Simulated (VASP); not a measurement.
Input of a VASP 6.6.1 run:

Contents of POSCAR:

```
NaH
1.0
    2.9323911888      0.0000000000      0.0000000000
    0.0000000000      2.9323911888      0.0000000000
    0.0000000000      0.0000000000      2.9323911888
Na H
1 1
Direct
    0.0000000000      0.0000000000      0.0000000000
    0.5000000000      0.5000000000      0.5000000000
```

Contents of INCAR.step1:

```
SYSTEM = NaH
  PREC = Accurate
  ENCUT = 520
  ISMEAR = 0
  SIGMA = 0.01
  LREAL = .False.
  LASPH = .True.
  NELM = 60
  NBANDS = 11
  GGA = PE
  ALGO = Normal
  EDIFF = 1E-4
  LWAVE = .True.
  LCHARG = .False.
```

The input INCAR.step2:

```
SYSTEM = NaH
  PREC = Accurate
  ENCUT = 520
  EDIFF = 1E-7
  ISMEAR = 0
  SIGMA = 0.01
  LREAL = .False.
  LASPH = .True.
  NELM = 60
  ALGO = Normal
  ISIF = 2
  LWAVE = .False.
  LCHARG = .False.
  METAGGA = R2SCAN
  LMIXTAU = .True.
  NBANDS = 11
  ISTART = 1
```

KPOINTS

```
Automatic mesh
0
Gamma
  4 4 4
  0 0 0
```

Potentials or basis: VASP PAW PBE potentials, release 64 (Na_pv, H).

Command:

```sh
$ cat potpaw_PBE.64/Na_pv/POTCAR potpaw_PBE.64/H/POTCAR > POTCAR
$ cp INCAR.step1 INCAR
$ mpirun -np 1 vasp_std > vasp.out
$ cp INCAR.step2 INCAR
$ mpirun -np 1 vasp_std > vasp.out
```

(1) Estimate the pressure.

(2) What does it give for the band gap on the k mesh?

## Answers

(1) -0.1 GPa.

(2) 1.58 eV (least direct gap 5.15 eV).

Caveat: the k points lie up to 0.54 Å⁻¹ apart; the structure was generated, so it needn't be the stable form of NaH; the PAW data sets were made with another functional, which shifts forces and pressure a little.
